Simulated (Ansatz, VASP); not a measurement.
**SiNi in VASP and in Ansatz**

```
CELL_PARAMETERS angstrom
4.93519 0.00000 0.00000
0.00000 3.25704 0.00000
0.00000 0.00000 5.69366
ATOMIC_POSITIONS crystal
Si 0.32143 0.75000 0.08656
Si 0.17857 0.25000 0.58656
Si 0.82143 0.75000 0.41344
Si 0.67857 0.25000 0.91344
Ni 0.00930 0.25000 0.18739
Ni 0.49070 0.75000 0.68739
Ni 0.50930 0.25000 0.31261
Ni 0.99070 0.75000 0.81261
```

Change from the starting cell: strain -0.030 along x and y, +0.030 along z, atoms carried along.

Alike in both runs: task single point; functional PBEsol; k mesh 8 × 12 × 8; occupations gaussian, width 0.15 eV; no spin polarisation.

|  | VASP | Ansatz |
| --- | --- | --- |
| version | VASP 6.6.1 | Ansatz 0.2.0 |
| potentials or method | VASP PAW PBE potentials, release 64 (Si, Ni), cutoff 520 eV | scalar-relativistic, plane waves, PAW |
| valence electrons in the cell | 56 | 88 |

Ansatz gave:

| Item | Value |
| --- | --- |
| gap on the k mesh at the Fermi level (eV) | none |
| pressure (GPa) | 7.3 |
| traceless stress, the component that is largest in VASP (GPa) | -8.71 |
| rms of the force components (eV/Å) | 0.129 |

Problem. Which values does VASP return?

Solution. gap on the k mesh at the Fermi level (eV): none; pressure (GPa): 7.5; traceless stress, the component that is largest in VASP (GPa): -8.61; rms of the force components (eV/Å): 0.127.

VASP's potentials were made for PBE, not for PBEsol. Atom by atom the forces differ by 0.004 eV/Å (rms over components). A gap of «none» marks a metal or a gap that the smearing closes. VASP's potentials hold 56 valence electrons a cell and Ansatz's 88, so a difference there can come from the potentials and not from the codes.
